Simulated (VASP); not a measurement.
# KBr (I4/mmm) in VASP: notebook

Runs on KBr. Level: PBEsol. Tasks: single point.

All numbers are computed with VASP 6.6.1; they aren't measurements. Logs are shortened: lines on timing, memory, paths and dates and some standing lists are left out, and cuts for length are marked.

## Step 1: The cell of the first run

Symmetry: I4/mmm, No. 139, tetragonal system. Conventional cell: a = 4.843 Å, b = 4.843 Å, c = 6.058 Å, α = 90.00°, β = 90.00°, γ = 90.00°. Within 4.0 Å of K (site symmetry 4/mmm) lie 6 Br at 3.03 to 3.42 Å. Within 4.0 Å of Br (site symmetry 4/mmm) lie 6 K at 3.03 to 3.42 Å.

## Step 2: Single point, PBEsol (strain +0.040 along x and y, -0.080 along z)

INCAR reads:

```
SYSTEM = KBr
  PREC = Accurate
  ENCUT = 520
  EDIFF = 1E-6
  ISMEAR = 0
  SIGMA = 0.05
  LREAL = .False.
  LASPH = .True.
  NELM = 60
  ALGO = Normal
  ISIF = 2
  LWAVE = .False.
  LCHARG = .False.
  GGA = PS
  NBANDS = 15
```

KPOINTS reads:

```
Automatic mesh
0
Gamma
  6 6 6
  0 0 0
```

POSCAR reads:

```
KBr
1.0
    0.0000000000      3.4242000000      3.0291000000
    3.4242000000      0.0000000000      3.0291000000
    3.4242000000      3.4242000000      0.0000000000
K Br
1 1
Direct
    0.0000000000      0.0000000000      0.0000000000
    0.5000000000      0.5000000000      0.5000000000
```

Potentials or basis: VASP PAW PBE potentials, release 64 (K_sv, Br).

Launch:

```sh
> cat potpaw_PBE.64/K_sv/POTCAR potpaw_PBE.64/Br/POTCAR > POTCAR
> mpirun -np 1 vasp_std > vasp.out
```

OUTCAR:

```text
SYSTEM = KBr
   PREC = Accurate
   ENCUT = 520
   EDIFF = 1E-6
   ISMEAR = 0
   LREAL = .False.
   LASPH = .True.
   NELM = 60
   ISIF = 2
   GGA = PS

 ion  position               nearest neighbor table
   1  0.000  0.000  0.000-   2 3.03   2 3.03
   2  0.500  0.500  0.500-   1 3.03   1 3.03

  LATTYP: Found a body centered tetragonal cell.
 ALAT       =     4.8425500803
 C/A-ratio  =     1.2510350744

  Lattice vectors:

 A1 = (   0.0000000000,  -3.4242000000,  -3.0291000000)
 A2 = (   0.0000000000,   3.4242000000,  -3.0291000000)
 A3 = (   3.4242000000,   0.0000000000,   3.0291000000)

Analysis of symmetry for initial positions (statically):
=====================================================================
 Subroutine PRICEL returns:
 Original cell was already a primitive cell.

 Routine SETGRP: Setting up the symmetry group for a
 body centered tetragonal supercell.

 Subroutine GETGRP returns: Found 16 space group operations
 (whereof 16 operations were pure point group operations)
 out of a pool of 16 trial point group operations.

The static configuration has the point symmetry D_4h.

Analysis of symmetry for dynamics (positions and initial velocities):
=====================================================================
 Subroutine PRICEL returns:
 Original cell was already a primitive cell.

 Routine SETGRP: Setting up the symmetry group for a
 body centered tetragonal supercell.

 Subroutine GETGRP returns: Found 16 space group operations
 (whereof 16 operations were pure point group operations)
 out of a pool of 16 trial point group operations.

The dynamic configuration has the point symmetry D_4h.

 Subroutine INISYM returns: Found 16 space group operations
 (whereof 16 operations are pure point group operations),
 and found     1 'primitive' translations

----------------------------------------------------------------------------------------

                                     Primitive cell

  volume of cell :      71.0333

  direct lattice vectors                    reciprocal lattice vectors
     0.000000000  3.424200000  3.029100000    -0.146019508  0.146019508  0.165065531
     3.424200000  0.000000000  3.029100000     0.146019508 -0.146019508  0.165065531
     3.424200000  3.424200000  0.000000000     0.146019508  0.146019508 -0.165065531

  length of vectors
     4.571716576  4.571716576  4.842550080     0.264367213  0.264367213  0.264367213

  position of ions in fractional coordinates (direct lattice)
     0.000000000  0.000000000  0.000000000
     0.500000000  0.500000000  0.500000000

  ion indices of the primitive-cell ions
   primitive index   ion index
                 1           1
                 2           2

----------------------------------------------------------------------------------------

 KPOINTS: Automatic mesh

Automatic generation of k-mesh.
 Grid dimensions read from file:
 generate k-points for:    6    6    6

 Generating k-lattice:

  Cartesian coordinates                     Fractional coordinates (reciprocal lattice)
    -0.024336585  0.024336585  0.027510922     0.166666667 -0.000000000  0.000000000
     0.024336585 -0.024336585  0.027510922    -0.000000000  0.166666667  0.000000000
     0.024336585  0.024336585 -0.027510922     0.000000000  0.000000000  0.166666667

  Length of vectors
     0.044061202  0.044061202  0.044061202

  Shift w.r.t. Gamma in fractional coordinates (k-lattice)
     0.000000000  0.000000000  0.000000000

 Subroutine IBZKPT returns following result:
 ===========================================

 Found     30 irreducible k-points:

 Following reciprocal coordinates:
            Coordinates               Weight
  0.000000  0.000000  0.000000      1.000000
  0.166667  0.000000  0.000000      8.000000
  0.333333 -0.000000  0.000000      8.000000
  0.500000  0.000000  0.000000      4.000000
  0.166667  0.166667  0.000000      2.000000
  0.333333  0.166667  0.000000      8.000000
[... 16 lines left out ...]
  0.333333  0.000000  0.333333      4.000000
  0.500000  0.000000  0.333333     16.000000
 [... further k-points ...]
   k-points           NKPTS =     30   k-points in BZ     NKDIM =     30   number of bands    NBANDS=     15
   number of dos      NEDOS =    301   number of ions     NIONS =      2
   total plane-waves  NPLWV =  46656
   dimension x,y,z NGX =    36 NGY =   36 NGZ =   36
   dimension x,y,z NGXF=    72 NGYF=   72 NGZF=   72
   ions per type =               1   1
   NGX,Y,Z   is equivalent  to a cutoff of  13.09, 13.09, 12.36 a.u.
   NGXF,Y,Z  is equivalent  to a cutoff of  26.18, 26.18, 24.72 a.u.
 SYSTEM =  KBr
   PREC   = accura    normal or accurate (medium, high low for compatibility)
   ISTART =      0    job   : 0-new  1-cont  2-samecut
   ICHARG =      2    charge: 1-file 2-atom 10-const
   ISPIN  =      1    spin polarized calculation?
   LNONCOLLINEAR =      F non collinear calculations
   LSORBIT =      F    spin-orbit coupling
   LASPH  =      T    aspherical Exc in radial PAW
   ENCUT  =  520.0 eV  38.22 Ry    6.18 a.u.   8.50  8.50  9.00*2*pi/ulx,y,z
   NELM   =     60;   NELMIN=  2; NELMDL= -5     # of ELM steps
   EDIFF  = 0.1E-05   stopping-criterion for ELM
   LREAL  =      F    real-space projection
   EDIFFG = 0.1E-04   stopping-criterion for IOM
   NSW    =      0    number of steps for IOM
   IBRION =     -1    ionic relax: 0-MD 1-quasi-New 2-CG
   NFREE  =      0    steps in history (QN), initial steepest desc. (CG)
   ISIF   =      2    stress and relaxation
   ISYM   =      2    0-nonsym 1-usesym 2-fastsym
   POTIM  = 0.5000    time-step for ionic-motion
   TEBEG  =    0.0;   TEEND  =   0.0 temperature during run
   PSTRESS=    0.0 pullay stress
   NELECT =      16.0000    total number of electrons
   NUPDOWN=      -1.0000    fix difference up-down
   EMIN   =  10.00;   EMAX   =-10.00  energy-range for DOS
   EFERMI =   0.00;   METHOD = LEGACY
   ISMEAR =     0;   SIGMA  =   0.05  broadening in eV -4-tet -1-fermi 0-gaus
   EFERMI_NEDOS =   21; number of points for ismear=-14 and -15
   IALGO  =     38    algorithm
   IMIX   =      4    mixing-type and parameters
     AMIX     =   0.40;   BMIX     =  1.00
     AMIX_MAG =   1.60;   BMIX_MAG =  1.00
  volume/ion in A,a.u.               =      35.52       239.68
  Fermi-wavevector in a.u.,A,eV,Ry     =   0.996080  1.882318 13.499365  0.992175
  Thomas-Fermi vector in A             =   2.128144
   LORBIT       =      0    0 simple, 1 ext, 2 COOP (PROOUT), +10 PAW based schemes
   GGA     = PS    functional components
   LHFCALC =     F    Hartree Fock is set to
   AEXX    =    0.0000 exact exchange contribution
   IVDW    =     0    specifies the selected vdW correction
   LEPSILON=     F    determine dielectric tensor
   LRPA    =     F    only Hartree local field effects (RPA)
 non-spin polarized calculation
 Gauss-broadening in eV      SIGMA  =   0.05
  energy-cutoff  :      520.00
  volume of cell :       71.03
 maximum number of plane-waves:      1947
 NGX is ok and might be reduce to    36
   NGX = 17   NGY = 17   NGZ = 17

 number of electron      15.9999999 magnetization

 Free energy of the ion-electron system (eV)
  ---------------------------------------------------
  ext. energy  EPLUGINS =         0.00000000
  ---------------------------------------------------
  free energy    TOTEN  =        -6.37651294 eV

  energy without entropy =       -6.37651294  energy(sigma->0) =       -6.37651294

 E-fermi :  -1.4743     XC(G=0):  -7.5712

 val. band max:       -1.7053530773   @ k =   0.0000   0.0000   0.0000
 cond. band min:       2.4981348721   @ k =   0.0000   0.0000   0.0000
 fundamental gap:      4.2034879494
 Fermi energy:        -1.4742911524

 k-point     1 :       0.0000    0.0000    0.0000
  band No.  band energies     occupation
      1     -29.3323      2.00000
      2     -14.1179      2.00000
      3     -12.9143      2.00000
      4     -12.8774      2.00000
      5     -12.8774      2.00000
      6      -1.8017      2.00000
      7      -1.8017      2.00000
      8      -1.7054      2.00000
      9       2.4981      0.00000
     10       5.5293      0.00000
     11       5.5293      0.00000
     12       6.2970      0.00000
     13       6.3202      0.00000
     14       6.9979      0.00000
     15       9.7299      0.00000

 k-point     2 :       0.1667    0.0000    0.0000
  band No.  band energies     occupation
      1     -29.3307      2.00000
      2     -14.1868      2.00000
      3     -12.8886      2.00000
      4     -12.8822      2.00000
      5     -12.8061      2.00000
      6      -2.1596      2.00000
      7      -1.8981      2.00000
      8      -1.8513      2.00000
      9       3.1523      0.00000
     10       5.5688      0.00000
     11       5.8893      0.00000
     12       6.4069      0.00000
     13       6.6470      0.00000
     14       7.4395      0.00000
     15      10.6384      0.00000

 k-point     3 :       0.3333   -0.0000    0.0000
  band No.  band energies     occupation
      1     -29.3273      2.00000
      2     -14.3020      2.00000
      3     -12.8917      2.00000
      4     -12.8900      2.00000
      5     -12.6319      2.00000
      6      -2.7748      2.00000
      7      -2.0767      2.00000
      8      -2.0554      2.00000
      9       4.2598      0.00000
     10       5.8520      0.00000
     11       6.8014      0.00000
     12       7.1651      0.00000
     13       7.5531      0.00000
     14       8.5141      0.00000
     15       9.4732      0.00000

 k-point     4 :       0.5000    0.0000    0.0000
  band No.  band energies     occupation
      1     -29.3256      2.00000
      2     -14.3518      2.00000
      3     -12.8964      2.00000
      4     -12.8914      2.00000
      5     -12.5508      2.00000
      6      -3.0343      2.00000
      7      -2.1600      2.00000
      8      -2.1499      2.00000
      9       4.6685      0.00000
     10       6.3324      0.00000
     11       7.7585      0.00000
     12       7.9989      0.00000
     13       8.0564      0.00000
     14       8.8104      0.00000
     15       8.9048      0.00000
[... 307 lines left out ...]
 k-point    22 :      -0.3333    0.5000    0.1667
  band No.  band energies     occupation
      1     -29.3225      2.00000
      2     -14.0449      2.00000
      3     -13.0049      2.00000
      4     -12.9442      2.00000
      5     -12.8695      2.00000
      6      -2.3502      2.00000
      7      -2.3394      2.00000
      8      -2.2793      2.00000
      9       4.5166      0.00000
     10       6.2087      0.00000
     11       6.4179      0.00000
     12       7.7093      0.00000
     13       8.3233      0.00000
     14       8.8368      0.00000
     15       9.4393      0.00000

 k-point    23 :       0.3333    0.0000    0.3333
  band No.  band energies     occupation
      1     -29.3267      2.00000
      2     -14.0877      2.00000
      3     -12.9489      2.00000
      4     -12.8955      2.00000
      5     -12.8913      2.00000
      6      -2.6269      2.00000
      7      -1.9513      2.00000
      8      -1.9307      2.00000
      9       4.3117      0.00000
     10       4.6435      0.00000
     11       7.3680      0.00000
     12       7.4809      0.00000
     13       7.8226      0.00000
     14       8.2571      0.00000
     15       8.8647      0.00000

 k-point    24 :       0.5000    0.0000    0.3333
  band No.  band energies     occupation
      1     -29.3251      2.00000
      2     -14.1248      2.00000
      3     -12.9550      2.00000
      4     -12.9042      2.00000
      5     -12.8333      2.00000
      6      -2.6463      2.00000
      7      -2.1971      2.00000
      8      -2.0328      2.00000
      9       4.4796      0.00000
     10       5.5488      0.00000
     11       6.9549      0.00000
     12       7.8176      0.00000
     13       7.9555      0.00000
     14       8.6897      0.00000
     15       8.9586      0.00000

 [... further k-points ...]
[... 5 lines left out ...]
  --------------------------------------------------------------------------------------
  -------------------------------------------------------------------------------------
  Total       -0.4504696     -0.4504696      1.8217915      0.0000000     -0.0000000     -0.0000000
  in kB      -10.1604792    -10.1604792     41.0910645      0.0000000     -0.0000000     -0.0000000
  external PRESSURE =       6.9233687 kB  Pullay stress =       0.0000000 kB

 VOLUME and BASIS-vectors are now :
 -----------------------------------------------------------------------------
  energy-cutoff  :      520.00
  volume of cell :       71.03
      direct lattice vectors                 reciprocal lattice vectors
     0.000000000  3.424200000  3.029100000    -0.146019508  0.146019508  0.165065531
     3.424200000  0.000000000  3.029100000     0.146019508 -0.146019508  0.165065531
     3.424200000  3.424200000  0.000000000     0.146019508  0.146019508 -0.165065531

 POSITION                                       TOTAL-FORCE (eV/Angst)
 -----------------------------------------------------------------------------------
      0.00000      0.00000      0.00000         0.000000     -0.000000      0.000000
      3.42420      3.42420      3.02910        -0.000000      0.000000     -0.000000
 -----------------------------------------------------------------------------------
    total drift:                                0.000000      0.000000      0.000000

  FREE ENERGIE OF THE ION-ELECTRON SYSTEM (eV)
  ---------------------------------------------------
  free  energy   TOTEN  =        -6.3765129380 eV

  energy  without entropy=       -6.3765129380  energy(sigma->0) =       -6.37651294
```

It took 18 s on 1 thread of Intel Xeon Platinum 8488C (Sapphire Rapids), shared host; peak memory 0.21 GiB.

Results:

```
Free energy            : -6.3765 eV
Pressure               : 0.7 GPa
Band gap on the k mesh : 4.20 eV, direct
```

Stress tensor (GPa, compression positive):
```
-1.02  0.00  0.00
 0.00 -1.02  0.00
 0.00  0.00  4.11
```

Caveat: the cell differs from its parent crystal (strain +0.040 along x and y, -0.080 along z); the PAW data sets were made with another functional, which shifts forces and pressure a little.

[end of part 1 of 2]
